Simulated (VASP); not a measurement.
# Ru (Im-3m) in VASP: further runs

Ru is run at these levels: PBE; tasks: relaxation of cell and atoms.

Everything below comes from runs of VASP 6.6.1. Logs are shortened: lines on timing, memory, paths and dates and some standing lists are left out, and cuts for length are marked.

**1. The cell of the first run**

Symmetry: Im-3m, No. 229, cubic system. The conventional cell has a = 3.010 Å, b = 3.010 Å, c = 3.010 Å, α = 90.00°, β = 90.00°, γ = 90.00°. Within 3.4 Å of Ru (site symmetry m-3m) lie 14 Ru at 2.61 to 3.01 Å.

**2. Relaxation of cell and atoms, PBE, target pressure 20 GPa, at which the enthalpy is minimised**

The input, INCAR:

```
SYSTEM = Ru
  PREC = Accurate
  ENCUT = 600
  EDIFF = 1E-6
  ISMEAR = -1
  SIGMA = 0.1
  LREAL = .False.
  LASPH = .True.
  NELM = 80
  ALGO = Normal
  ISIF = 3
  LWAVE = .False.
  LCHARG = .False.
  GGA = PE
  IBRION = 2
  NSW = 80
  EDIFFG = -0.02
  PSTRESS = 200.0
```

The input, KPOINTS:

```
regular mesh
0
Gamma
  22 22 22
  0 0 0
```

The input, POSCAR:

```
Ru
1.0
    1.5050000000      1.5050000000      1.5050000000
   -1.5050000000      1.5050000000      1.5050000000
   -1.5050000000     -1.5050000000      1.5050000000
Ru
1
Direct
    0.0000000000      0.0000000000      0.0000000000
```

Potentials or basis: VASP PAW PBE potentials, release 64 (Ru_pv).

Started as:

```
cat potpaw_PBE.64/Ru_pv/POTCAR > POTCAR
mpirun -np 1 vasp_std > vasp.out
```

OUTCAR:

```text
SYSTEM = Ru
   PREC = Accurate
   ENCUT = 600
   EDIFF = 1E-6
   ISMEAR = -1
   LREAL = .False.
   LASPH = .True.
   NELM = 80
   ISIF = 3
   GGA = PE
   IBRION = 2
   NSW = 80
   EDIFFG = -0.02
   PSTRESS = 200.0

 ion  position               nearest neighbor table
   1  0.000  0.000  0.000-

  LATTYP: Found a body centered cubic cell.
 ALAT       =     3.0100000000

  Lattice vectors:

 A1 = (   1.5050000000,  -1.5050000000,  -1.5050000000)
 A2 = (   1.5050000000,   1.5050000000,   1.5050000000)
 A3 = (  -1.5050000000,  -1.5050000000,   1.5050000000)

Analysis of symmetry for initial positions (statically):
=====================================================================
 Subroutine PRICEL returns:
 Original cell was already a primitive cell.

 Routine SETGRP: Setting up the symmetry group for a
 body centered cubic supercell.

 Subroutine GETGRP returns: Found 48 space group operations
 (whereof 48 operations were pure point group operations)
 out of a pool of 48 trial point group operations.

The static configuration has the point symmetry O_h .

Analysis of symmetry for dynamics (positions and initial velocities):
=====================================================================
 Subroutine PRICEL returns:
 Original cell was already a primitive cell.

 Routine SETGRP: Setting up the symmetry group for a
 body centered cubic supercell.

 Subroutine GETGRP returns: Found 48 space group operations
 (whereof 48 operations were pure point group operations)
 out of a pool of 48 trial point group operations.

The dynamic configuration has the point symmetry O_h .

 Subroutine INISYM returns: Found 48 space group operations
 (whereof 48 operations are pure point group operations),
 and found     1 'primitive' translations

----------------------------------------------------------------------------------------

                                     Primitive cell

  volume of cell :      13.6355

  direct lattice vectors                    reciprocal lattice vectors
     1.505000000  1.505000000  1.505000000     0.332225914  0.000000000  0.332225914
    -1.505000000  1.505000000  1.505000000    -0.332225914  0.332225914  0.000000000
    -1.505000000 -1.505000000  1.505000000     0.000000000 -0.332225914  0.332225914

  length of vectors
     2.606736465  2.606736465  2.606736465     0.469838393  0.469838393  0.469838393

  position of ions in fractional coordinates (direct lattice)
     0.000000000  0.000000000  0.000000000

  ion indices of the primitive-cell ions
   primitive index   ion index
                 1           1

----------------------------------------------------------------------------------------

 KPOINTS: regular mesh

Automatic generation of k-mesh.
 Grid dimensions read from file:
 generate k-points for:   22   22   22

 Generating k-lattice:

  Cartesian coordinates                     Fractional coordinates (reciprocal lattice)
     0.015101178  0.000000000  0.015101178     0.045454545  0.000000000  0.000000000
    -0.015101178  0.015101178  0.000000000     0.000000000  0.045454545  0.000000000
     0.000000000 -0.015101178  0.015101178     0.000000000  0.000000000  0.045454545

  Length of vectors
     0.021356291  0.021356291  0.021356291

  Shift w.r.t. Gamma in fractional coordinates (k-lattice)
     0.000000000  0.000000000  0.000000000

 Subroutine IBZKPT returns following result:
 ===========================================

 Found    328 irreducible k-points:

 Following reciprocal coordinates:
            Coordinates               Weight
  0.000000  0.000000  0.000000      1.000000
  0.045455  0.000000  0.000000     12.000000
  0.090909  0.000000  0.000000     12.000000
  0.136364  0.000000  0.000000     12.000000
  0.181818  0.000000  0.000000     12.000000
  0.227273  0.000000  0.000000     12.000000
[... 16 lines left out ...]
  0.181818  0.090909  0.000000     24.000000
  0.227273  0.090909  0.000000     48.000000
 [... further k-points ...]
   k-points           NKPTS =    328   k-points in BZ     NKDIM =    328   number of bands    NBANDS=     11
   number of dos      NEDOS =    301   number of ions     NIONS =      1
   total plane-waves  NPLWV =  13824
   dimension x,y,z NGX =    24 NGY =   24 NGZ =   24
   dimension x,y,z NGXF=    48 NGYF=   48 NGZF=   48
   ions per type =               1
   NGX,Y,Z   is equivalent  to a cutoff of  15.31, 15.31, 15.31 a.u.
   NGXF,Y,Z  is equivalent  to a cutoff of  30.61, 30.61, 30.61 a.u.
 SYSTEM =  Ru
   PREC   = accura    normal or accurate (medium, high low for compatibility)
   ISTART =      0    job   : 0-new  1-cont  2-samecut
   ICHARG =      2    charge: 1-file 2-atom 10-const
   ISPIN  =      1    spin polarized calculation?
   LNONCOLLINEAR =      F non collinear calculations
   LSORBIT =      F    spin-orbit coupling
   LASPH  =      T    aspherical Exc in radial PAW
   ENCUT  =  600.0 eV  44.10 Ry    6.64 a.u.   5.21  5.21  5.21*2*pi/ulx,y,z
   NELM   =     80;   NELMIN=  2; NELMDL= -5     # of ELM steps
   EDIFF  = 0.1E-05   stopping-criterion for ELM
   LREAL  =      F    real-space projection
   EDIFFG = -.2E-01   stopping-criterion for IOM
   NSW    =     80    number of steps for IOM
   IBRION =      2    ionic relax: 0-MD 1-quasi-New 2-CG
   NFREE  =      1    steps in history (QN), initial steepest desc. (CG)
   ISIF   =      3    stress and relaxation
   ISYM   =      2    0-nonsym 1-usesym 2-fastsym
   POTIM  = 0.5000    time-step for ionic-motion
   TEBEG  =    0.0;   TEEND  =   0.0 temperature during run
   PSTRESS=  200.0 pullay stress
   NELECT =      14.0000    total number of electrons
   NUPDOWN=      -1.0000    fix difference up-down
   EMIN   =  10.00;   EMAX   =-10.00  energy-range for DOS
   EFERMI =   0.00;   METHOD = LEGACY
   ISMEAR =    -1;   SIGMA  =   0.10  broadening in eV -4-tet -1-fermi 0-gaus
   EFERMI_NEDOS =   21; number of points for ismear=-14 and -15
   IALGO  =     38    algorithm
   IMIX   =      4    mixing-type and parameters
     AMIX     =   0.40;   BMIX     =  1.00
     AMIX_MAG =   1.60;   BMIX_MAG =  1.00
  volume/ion in A,a.u.               =      13.64        92.02
  Fermi-wavevector in a.u.,A,eV,Ry     =   1.651560  3.120996 37.111935  2.727650
  Thomas-Fermi vector in A             =   2.740319
   LORBIT       =      0    0 simple, 1 ext, 2 COOP (PROOUT), +10 PAW based schemes
   GGA     = PE    functional components
   LHFCALC =     F    Hartree Fock is set to
   AEXX    =    0.0000 exact exchange contribution
   IVDW    =     0    specifies the selected vdW correction
   LEPSILON=     F    determine dielectric tensor
   LRPA    =     F    only Hartree local field effects (RPA)
 conjugate gradient relaxation of ions
 non-spin polarized calculation
  energy-cutoff  :      600.00
  volume of cell :       13.64
 maximum number of plane-waves:       470
 NGX is ok and might be reduce to    24
   NGX = 11   NGY = 11   NGZ = 11

--------------------------------------- Ionic step        1  -------------------------------------------

 number of electron      13.9999998 magnetization

 Free energy of the ion-electron system (eV)
  ---------------------------------------------------
  ext. energy  EPLUGINS =         0.00000000
  ---------------------------------------------------
  free energy    TOTEN  =        -8.61553976 eV

  energy without entropy =       -8.55376098  energy(sigma->0) =       -8.58465037

------------------------ aborting loop because EDIFF is reached ----------------------------------------

  FORCE on cell =-STRESS in cart. coord.  units (eV):
  Direction    XX          YY          ZZ          XY          YZ          ZX
  --------------------------------------------------------------------------------------
  -------------------------------------------------------------------------------------
  Total        1.1609084      1.1609084      1.1609084     -0.0000000     -0.0000000     -0.0000000
  in kB      136.4077554    136.4077554    136.4077554     -0.0000000     -0.0000000     -0.0000000
  external PRESSURE =     -63.5922446 kB  Pullay stress =     200.0000000 kB
[... 59 lines left out ...]
  enthalpy is  TOTEN    =        -6.8561526184 eV   P V=        1.5722428866

--------------------------------------- Ionic step        3  -------------------------------------------

 number of electron      14.0000000 magnetization

 Free energy of the ion-electron system (eV)
  ---------------------------------------------------
  ext. energy  EPLUGINS =         0.00000000
  ---------------------------------------------------
  free energy    TOTEN  =        -8.59108736 eV

  energy without entropy =       -8.53108145  energy(sigma->0) =       -8.56108440

 E-fermi :  13.2598     XC(G=0): -14.1887

 val. band max:       13.2514053770   @ k =   0.1364   0.4545   0.1364
 cond. band min:      13.2600164023   @ k =   0.2273   0.0000   0.0000
 fundamental gap:      0.0086110253
 Fermi energy:        13.2598478025

 k-point     1 :       0.0000    0.0000    0.0000
  band No.  band energies     occupation
      1     -29.3281      2.00000
      2     -29.3281      2.00000
      3     -29.3281      2.00000
      4       5.0133      2.00000
      5      10.2723      2.00000
      6      10.2723      2.00000
      7      10.2723      2.00000
      8      13.1451      1.51802
      9      13.1451      1.51802
     10      23.7436      0.00000
     11      30.4283      0.00000
[... 309 lines left out ...]
 k-point    24 :       0.2273    0.0909    0.0000
  band No.  band energies     occupation
      1     -29.7219      2.00000
      2     -29.4329      2.00000
      3     -29.3585      2.00000
      4       6.5692      2.00000
      5       9.6874      2.00000
      6       9.9175      2.00000
      7      11.9153      2.00000
      8      12.4779      1.99920
      9      13.3305      0.66062
     10      23.7435      0.00000
     11      30.8255      0.00000

 [... further k-points ...]
[... 5 lines left out ...]
  --------------------------------------------------------------------------------------
  -------------------------------------------------------------------------------------
  Total        1.6571228      1.6571228      1.6571228     -0.0000000      0.0000000      0.0000000
  in kB      198.1253366    198.1253366    198.1253366     -0.0000000      0.0000000      0.0000000
  external PRESSURE =      -1.8746634 kB  Pullay stress =     200.0000000 kB
[... 16 lines left out ...]
  FREE ENERGIE OF THE ION-ELECTRON SYSTEM (eV)
  ---------------------------------------------------
  free  energy   TOTEN  =        -8.5910873590 eV

  energy  without entropy=       -8.5310814497  energy(sigma->0) =       -8.56108440

  enthalpy is  TOTEN    =        -6.9182848867 eV   P V=        1.6728024722

 reached required accuracy - stopping structural energy minimisation
```

It took 55 s on 1 thread of Intel Xeon Platinum 8488C (Sapphire Rapids), shared host; peak memory 0.2 GiB.

Results:

| Item | Value |
| --- | --- |
| Free energy | -8.5911 eV |
| Relaxed volume | 13.40 Å³/atom |
| Relaxed cell | a = 2.592 Å, b = 2.592 Å, c = 2.592 Å, α = 70.53°, β = 109.47°, γ = 70.53° |
| Space group after relaxing (to 0.05 Å) | Im-3m (No. 229) |
| Energy change on relaxing (the enthalpy is what falls) | +24.5 meV/atom |
| Ionic steps | 3 |
| Pressure after relaxing | 19.8 GPa |
| Band gap on the k mesh | zero (band 7 reaches 15.19 eV, above the bottom of band 8 at 11.37 eV) |

Step by step:
```tsv
step	energy change (eV)	largest force (eV/Å)	pressure (GPa)	volume (Å³)
1	0.0000	0.0000	13.64	13.64
2	0.1871	0.0000	46.41	12.60
3	0.0245	0.0000	19.81	13.40
```

Final structure:
```
Ru
1.0
     1.49631    1.49631    1.49631
    -1.49631    1.49631    1.49631
    -1.49631   -1.49631    1.49631
Ru
1
Direct
  0.00000 0.00000 0.00000
```

Levels at points of the mesh, in eV from the Fermi level:
| k point | band 3 | band 4 | band 5 | band 6 | band 7 | band 8 | band 9 | band 10 | band 11 |
| --- | --- | --- | --- | --- | --- | --- | --- | --- | --- |
| (0.00, 0.00, 0.00) | -42.59 | -8.25 | -2.99 | -2.99 | -2.99 | -0.11 | -0.11 | 10.48 | 17.17 |
| (0.50, 0.00, 0.00) | -42.59 | -6.52 | -4.85 | -0.12 | 0.39 | 1.21 | 2.59 | 10.47 | 10.77 |
| (0.50, 0.50, 0.50) | -43.38 | -6.67 | -6.67 | 1.93 | 1.93 | 1.93 | 9.57 | 9.57 | 9.57 |

Caveat: the cell is relaxed towards a set pressure, so the enthalpy falls and the energy may rise.

**3. Relaxation of cell and atoms, PBE, target pressure 40 GPa, at which the enthalpy is minimised**

The input, INCAR:

```
PREC = Accurate ; ENCUT = 600
EDIFF = 1E-6 ; ISMEAR = -1
SIGMA = 0.1 ; LREAL = False
LASPH = True ; NELM = 80
ALGO = Normal ; ISIF = 3
LWAVE = False ; LCHARG = False
GGA = PE ; IBRION = 2
NSW = 80 ; EDIFFG = -0.02
PSTRESS = 400.0
```

The input, KPOINTS:

```
regular mesh
0
Gamma
  22 22 22
```

POSCAR is that of step 2.

Potentials or basis: VASP PAW PBE potentials, release 64 (Ru_pv).

Started as:

```
cat potpaw_PBE.64/Ru_pv/POTCAR > POTCAR
mpirun -np 1 vasp_std > vasp.out
```

OUTCAR:

```text
PREC = Accurate
   ENCUT = 600
   EDIFF = 1E-6
   ISMEAR = -1
   LREAL = False
   LASPH = True
   NELM = 80
   ISIF = 3
   GGA = PE
   IBRION = 2
   NSW = 80
   EDIFFG = -0.02
   PSTRESS = 400.0

 ion  position               nearest neighbor table
   1  0.000  0.000  0.000-

  LATTYP: Found a body centered cubic cell.
 ALAT       =     3.0100000000

  Lattice vectors:

 A1 = (   1.5050000000,  -1.5050000000,  -1.5050000000)
 A2 = (   1.5050000000,   1.5050000000,   1.5050000000)
 A3 = (  -1.5050000000,  -1.5050000000,   1.5050000000)

Analysis of symmetry for initial positions (statically):
=====================================================================
 Subroutine PRICEL returns:
 Original cell was already a primitive cell.

 Routine SETGRP: Setting up the symmetry group for a
 body centered cubic supercell.

 Subroutine GETGRP returns: Found 48 space group operations
 (whereof 48 operations were pure point group operations)
 out of a pool of 48 trial point group operations.

The static configuration has the point symmetry O_h .

Analysis of symmetry for dynamics (positions and initial velocities):
=====================================================================
 Subroutine PRICEL returns:
 Original cell was already a primitive cell.

 Routine SETGRP: Setting up the symmetry group for a
 body centered cubic supercell.

 Subroutine GETGRP returns: Found 48 space group operations
 (whereof 48 operations were pure point group operations)
 out of a pool of 48 trial point group operations.

The dynamic configuration has the point symmetry O_h .

 Subroutine INISYM returns: Found 48 space group operations
 (whereof 48 operations are pure point group operations),
 and found     1 'primitive' translations

[... 117 lines left out ...]
   GGA     = PE    functional components
   LHFCALC =     F    Hartree Fock is set to
   AEXX    =    0.0000 exact exchange contribution
   IVDW    =     0    specifies the selected vdW correction
   LEPSILON=     F    determine dielectric tensor
   LRPA    =     F    only Hartree local field effects (RPA)
 conjugate gradient relaxation of ions
 non-spin polarized calculation
  energy-cutoff  :      600.00
  volume of cell :       13.64
 maximum number of plane-waves:       470
 NGX is ok and might be reduce to    24
   NGX = 11   NGY = 11   NGZ = 11

--------------------------------------- Ionic step        1  -------------------------------------------

 number of electron      13.9999998 magnetization

 Free energy of the ion-electron system (eV)
  ---------------------------------------------------
  ext. energy  EPLUGINS =         0.00000000
  ---------------------------------------------------
  free energy    TOTEN  =        -8.61553976 eV

  energy without entropy =       -8.55376098  energy(sigma->0) =       -8.58465037

------------------------ aborting loop because EDIFF is reached ----------------------------------------

  FORCE on cell =-STRESS in cart. coord.  units (eV):
  Direction    XX          YY          ZZ          XY          YZ          ZX
  --------------------------------------------------------------------------------------
  -------------------------------------------------------------------------------------
  Total        1.1609084      1.1609084      1.1609084     -0.0000000     -0.0000000     -0.0000000
  in kB      136.4077554    136.4077554    136.4077554     -0.0000000     -0.0000000     -0.0000000
  external PRESSURE =    -263.5922446 kB  Pullay stress =     400.0000000 kB
[... 135 lines left out ...]
--------------------------------------- Ionic step        5  -------------------------------------------

 number of electron      14.0000002 magnetization

 Free energy of the ion-electron system (eV)
  ---------------------------------------------------
  ext. energy  EPLUGINS =         0.00000000
  ---------------------------------------------------
  free energy    TOTEN  =        -8.47435469 eV

  energy without entropy =       -8.41900401  energy(sigma->0) =       -8.44667935

 E-fermi :  14.1879     XC(G=0): -14.4932

 val. band max:       14.1870786930   @ k =   0.4091   0.3636   0.3636
 cond. band min:      14.1965784632   @ k =   0.0909   0.0455   0.0455
 fundamental gap:      0.0094997702
 Fermi energy:        14.1879365208

 k-point     1 :       0.0000    0.0000    0.0000
  band No.  band energies     occupation
      1     -28.4183      2.00000
      2     -28.4183      2.00000
      3     -28.4183      2.00000
      4       5.6437      2.00000
      5      10.9832      2.00000
      6      10.9832      2.00000
      7      10.9832      2.00000
      8      14.0521      1.59085
      9      14.0521      1.59085
     10      24.6103      0.00000
     11      31.3721      0.00000
[... 309 lines left out ...]
 k-point    24 :       0.2273    0.0909    0.0000
  band No.  band energies     occupation
      1     -28.8810      2.00000
      2     -28.5407      2.00000
      3     -28.4543      2.00000
      4       7.2613      2.00000
      5      10.3518      2.00000
      6      10.5993      2.00000
      7      12.7483      2.00000
      8      13.3243      1.99965
      9      14.2563      0.67084
     10      24.6102      0.00000
     11      31.9712      0.00000

 [... further k-points ...]
[... 5 lines left out ...]
  --------------------------------------------------------------------------------------
  -------------------------------------------------------------------------------------
  Total        3.1847618      3.1847618      3.1847618     -0.0000000     -0.0000000     -0.0000000
  in kB      399.7033625    399.7033625    399.7033625     -0.0000000     -0.0000000     -0.0000000
  external PRESSURE =      -0.2966375 kB  Pullay stress =     400.0000000 kB
[... 20 lines left out ...]
  energy  without entropy=       -8.4190040107  energy(sigma->0) =       -8.44667935

  enthalpy is  TOTEN    =        -5.2872293680 eV   P V=        3.1871253223

 reached required accuracy - stopping structural energy minimisation
```

It took 91 s on 1 thread of Intel Xeon Platinum 8488C (Sapphire Rapids), shared host; peak memory 0.2 GiB.

Results:

| Property | Result |
| --- | --- |
| Free energy | -8.4744 eV |
| Relaxed volume | 12.77 Å³/atom |
| Relaxed cell | a = 2.550 Å, b = 2.550 Å, c = 2.550 Å, α = 70.53°, β = 109.47°, γ = 70.53° |
| Space group after relaxing (to 0.05 Å) | Im-3m (No. 229) |
| Energy change on relaxing (the enthalpy is what falls) | +141.2 meV/atom |
| Ionic steps | 5 |
| Pressure after relaxing | 40.0 GPa |
| Band gap on the k mesh | zero (band 7 reaches 16.27 eV, above the bottom of band 8 at 12.15 eV) |

Step by step:
| step | energy change (eV) | largest force (eV/Å) | pressure (GPa) | volume (Å³) |
| --- | --- | --- | --- | --- |
| 1 | 0.0000 | 0.0000 | 13.64 | 13.64 |
| 2 | 2.6547 | 0.0000 | 269.24 | 9.67 |
| 3 | 0.1159 | 0.0000 | 36.04 | 12.87 |
| 4 | 0.1343 | 0.0000 | 38.95 | 12.79 |
| 5 | 0.1412 | 0.0000 | 39.97 | 12.77 |

Final structure:
```
CELL_PARAMETERS angstrom
1.47230 1.47230 1.47230
-1.47230 1.47230 1.47230
-1.47230 -1.47230 1.47230
ATOMIC_POSITIONS crystal
Ru 0.00000 0.00000 0.00000
```

Levels at points of the mesh, in eV from the Fermi level:
| k point | band 3 | band 4 | band 5 | band 6 | band 7 | band 8 | band 9 | band 10 | band 11 |
| --- | --- | --- | --- | --- | --- | --- | --- | --- | --- |
| (0.00, 0.00, 0.00) | -42.61 | -8.54 | -3.20 | -3.20 | -3.20 | -0.14 | -0.14 | 10.42 | 17.18 |
| (0.50, 0.00, 0.00) | -42.61 | -6.95 | -5.20 | -0.12 | 0.43 | 1.28 | 2.80 | 10.42 | 11.44 |
| (0.50, 0.50, 0.50) | -43.53 | -7.16 | -7.16 | 2.08 | 2.08 | 2.08 | 9.87 | 9.87 | 10.42 |

Caveat: the cell is relaxed towards a set pressure, so the enthalpy falls and the energy may rise.
